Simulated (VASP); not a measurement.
Set up this calculation in VASP 6.6.1, as the native input.

| Property | Result |
| --- | --- |
| Task | single point |
| Functional | PBEsol |
| Potentials or basis | VASP PAW PBE potentials, release 64 (Fe) |
| Cutoff | 520 eV |
| k mesh | 7 × 10 × 12 |
| Occupations | fermi-dirac, width 0.1 eV |
| Spin | collinear spin, ferromagnetic start |
| Starting moments | [2.0, 2.0] μB |
| Dipole correction | no |
| Further INCAR settings | ALGO = Normal; EDIFF = 1e-06; NBANDS = 19; ISYM = 0 |

The structure of Fe lies in POSCAR:

```
Fe
1.0
   -1.7425000000     -1.7425000000     -3.4850000000
    1.7425000000     -1.7425000000      0.0000000000
   -1.7425000000     -1.7425000000      0.0000000000
Fe
2
Direct
    0.0000000000      0.0000000000      0.0000000000
    0.5000000000      0.5000000000      0.0000000000
```

This isn't the form of Fe at room conditions, which is bcc.

One way to write it, as run:

INCAR

```
PREC = Accurate
ENCUT = 520
EDIFF = 1E-6
ISMEAR = -1
SIGMA = 0.1
LREAL = False
LASPH = True
NELM = 150
ALGO = Normal
ISIF = 2
LWAVE = False
LCHARG = True
ISPIN = 2
MAGMOM = 2 2
LORBIT = 11
LMAXMIX = 4
GGA = PS
LELF = True
LVHAR = True
NBANDS = 19
ISYM = 0
```

KPOINTS

```
regular mesh
0
Gamma
  7 10 12
```

Potentials or basis: VASP PAW PBE potentials, release 64 (Fe).

Command:

```console
$ cat potpaw_PBE.64/Fe/POTCAR > POTCAR
$ mpirun -np 1 vasp_std > vasp.out
```

It gave:

```yaml
Pressure: -12.8 GPa
Net_moment: 1.83 μB per cell
Site_moments: Fe +0.90 μB
Valence_electrons_inside_the_program's_atomic_spheres: Fe 7.42
```

Caveat: the cell stands under tension; the PAW data sets were made with another functional, which shifts forces and pressure a little.

Run time: 5.9 min on 1 thread of Oxide Virtual Turin-like Processor, with other jobs on the host, peak memory 0.3 GiB.
